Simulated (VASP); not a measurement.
Set up this calculation in VASP 6.6.1, as the native input.

```
Task                   : single point
Functional             : PBEsol
Potentials or basis    : VASP PAW PBE potentials, release 64 (Si, Ge_d)
Cutoff                 : 520 eV
k mesh                 : 12 × 12 × 6
Occupations            : gaussian, width 0.03 eV
Spin                   : no spin polarisation
Dipole correction      : no
Further INCAR settings : ALGO = Normal; EDIFF = 1e-06; NBANDS = 26
```

The structure of SiGe lies in POSCAR:

```
SiGe
1.0
    3.7092287337      0.0000000000      0.0000000000
   -1.8546143668      3.2122863118      0.0000000000
    0.0000000000      0.0000000000      6.7733221500
Si Ge
2 2
Direct
    0.6666666667      0.3333333333      0.8746070000
    0.3333333333      0.6666666667      0.3746070000
    0.6666666667      0.3333333333      0.5003920000
    0.3333333333      0.6666666667      0.0003920000
```

This cell differs from its parent crystal: strain -0.050 along x and y, +0.050 along z.

The input as run:

INCAR

```
ALGO = Normal
EDIFF = 1E-6
ENCUT = 520
GGA = PS
ISIF = 2
ISMEAR = 0
LASPH = True
LCHARG = True
LELF = True
LREAL = False
LVHAR = True
LWAVE = False
NBANDS = 26
NELM = 60
PREC = Accurate
SIGMA = 0.03
```

KPOINTS

```
k-points
0
Gamma
  12 12 6
```

Potentials or basis: VASP PAW PBE potentials, release 64 (Si, Ge_d).

Run with:

```console
$ cat potpaw_PBE.64/Si/POTCAR potpaw_PBE.64/Ge_d/POTCAR > POTCAR
$ mpirun -np 1 vasp_std > vasp.out
```

Results of the run:

The pressure is 5.9 GPa. The largest force is 0.946 eV/Å. The band gap on the k mesh is 0.08 eV, indirect (least direct gap 0.20 eV).

Caveat: the cell differs from its parent crystal (strain -0.050 along x and y, +0.050 along z); the PAW data sets were made with another functional, which shifts forces and pressure a little.

Wall time 72 s on 1 thread of AMD EPYC 9R45 96-Core Processor (Zen 5), with other jobs on the host, peak memory 0.24 GiB.
